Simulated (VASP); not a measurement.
Crystal: Zr.

```
Zr
1.0
     3.23200    0.00000    0.00000
    -1.61600    2.79899    0.00000
     0.00000    0.00000    5.14700
Zr
2
Direct
  0.66667 0.33333 0.75000
  0.33333 0.66667 0.25000
```

- Program: VASP 6.6.1
- Task: relaxation of cell and atoms
- Functional: revPBE
- Dispersion: D3(BJ)
- Potentials or basis: VASP PAW PBE potentials, release 64 (Zr_sv)
- Cutoff: 600 eV
- k mesh: 9 × 9 × 5
- Occupations: fermi-dirac, width 0.05 eV
- Spin: no spin polarisation

At the start: pressure -4.7 GPa; volume 23.28 Å³/atom.

Where does the relaxation end?

Over 9 steps the energy falls by 18.8 meV/atom and the volume is 22.09 Å³/atom (-5.1 %); space group P6_3/mmc (No. 194, to 0.1 Å) before and after.

Step by step:
| step | energy change (eV) | largest force (eV/Å) | pressure (GPa) | volume (Å³) |
| --- | --- | --- | --- | --- |
| 1 | 0.0000 | 0.0000 | -4.75 | 46.56 |
| 2 | -0.0030 | 0.0000 | 5.32 | 42.07 |
| 3 | -0.0368 | 0.0000 | 0.00 | 44.21 |
| 4 | -0.0368 | 0.0000 | 0.11 | 44.16 |
| 5 | -0.0375 | 0.0000 | 0.08 | 44.16 |
| 6 | -0.0376 | 0.0000 | 0.07 | 44.15 |
| 7 | -0.0376 | 0.0000 | 0.07 | 44.15 |
| 8 | -0.0376 | 0.0000 | -0.07 | 44.22 |
| 9 | -0.0376 | 0.0000 | 0.00 | 44.19 |

Final structure:
```
CELL_PARAMETERS angstrom
3.16336 0.00000 0.00000
-1.58168 2.73955 0.00000
0.00000 0.00000 5.09861
ATOMIC_POSITIONS crystal
Zr 0.66667 0.33333 0.75000
Zr 0.33333 0.66667 0.25000
```

Caveat: the PAW data sets were made with another functional, which shifts forces and pressure a little.
